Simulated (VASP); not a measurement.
Input of a VASP 6.6.1 run:

File INCAR:

```
SYSTEM = AlNi
PREC     = Accurate       ! precision mode
ENCUT    = 520            ! plane-wave cutoff, eV
EDIFF    = 1E-6           ! SCF threshold, eV
ISMEAR   = 0              ! smearing method
SIGMA    = 0.15           ! smearing width, eV
LREAL    = .FALSE.        ! projectors in reciprocal space
LASPH    = .TRUE.         ! aspherical terms in the spheres
NELM     = 60             ! most SCF steps
ALGO     = Fast           ! electronic algorithm
ISIF     = 2              ! what is computed and relaxed
LWAVE    = .FALSE.        ! write WAVECAR
LCHARG   = .FALSE.        ! write CHGCAR
GGA      = PE             ! functional
NBANDS   = 14             ! bands
```

File KPOINTS:

```
regular mesh
0
G
  20 20 20
  0 0 0
```

The input POSCAR:

```
AlNi
1.0
    2.8930835326      0.0000000000      0.0000000000
    0.0000000000      2.8930835326      0.0000000000
    0.0000000000      0.0000000000      2.8930835326
Al Ni
1 1
Direct
    0.0000000000      0.0000000000      0.0000000000
    0.5498905634      0.5498905634      0.5498905634
```

Potentials or basis: VASP PAW PBE potentials, release 64 (Al, Ni).

The run is started by

```sh
$ cat potpaw_PBE.64/Al/POTCAR potpaw_PBE.64/Ni/POTCAR > POTCAR
$ mpirun -np 1 vasp_std > vasp.out
```

Q: Estimate the largest force.

A: 1.634 eV/Å.

Q: What does it give for the pressure?

A: 4.0 GPa.

Forces in eV/Å, atoms in the order of the input:
```
Al   0.943  0.943  0.943
Ni  -0.943 -0.943 -0.943
```

Caveat: the cell differs from its parent crystal (all Ni atoms moved -0.250 Å, as atom 2 towards its neighbour atom 1 (Al) at 2.505 Å); forces of over 1 eV/Å act on the atoms, so gaps and moduli don't describe the material at rest. Spin polarisation is off, so any magnetic state and its effect on volume and gap are missing.
